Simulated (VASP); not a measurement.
Ta:

```
Ta
1.0
     2.90037    0.00000    0.00000
    -1.45019    2.51180    0.00000
     0.00000    0.00000    5.16627
Ta
2
Cartesian
  1.4502 0.8373 3.8747
  0.0000 1.6745 1.2916
```

Base run:

```yaml
Program: VASP 6.6.1
Functional: PBEsol
Potentials_or_basis: VASP PAW PBE potentials, release 64 (Ta_pv)
Cutoff: 520 eV
k_mesh: 8 × 8 × 4
Occupations: fermi-dirac, width 0.1 eV
Spin: no spin polarisation
```

Its results: band gap on the k mesh zero (band 11 reaches 6.89 eV, above the bottom of band 12 at 4.73 eV); pressure -7.0 GPa.

Q: After a change of settings the same cell gave: band gap on the k mesh zero (band 11 reaches 6.63 eV, above the bottom of band 12 at 4.76 eV); pressure -6.2 GPa. Which change was it?
A. k mesh from 8 × 8 × 4 to 6 × 6 × 3; further incar settings from ALGO = Normal; EDIFF = 1e-07; NBANDS = 18 to ALGO = Normal; EDIFF = 1e-06; NBANDS = 18
B. k mesh from 8 × 8 × 4 to 5 × 5 × 3; further incar settings from ALGO = Normal; EDIFF = 1e-07; NBANDS = 18 to ALGO = Normal; EDIFF = 1e-06; NBANDS = 18
C. k mesh from 8 × 8 × 4 to 7 × 7 × 4
D. k mesh from 8 × 8 × 4 to 4 × 4 × 2; further incar settings from ALGO = Normal; EDIFF = 1e-07; NBANDS = 18 to ALGO = Normal; EDIFF = 1e-06; NBANDS = 18

A: C.

Caveats: the PAW data sets were made with another functional, which shifts forces and pressure a little; spin-orbit coupling is left out, which moves the levels of the heavy elements.
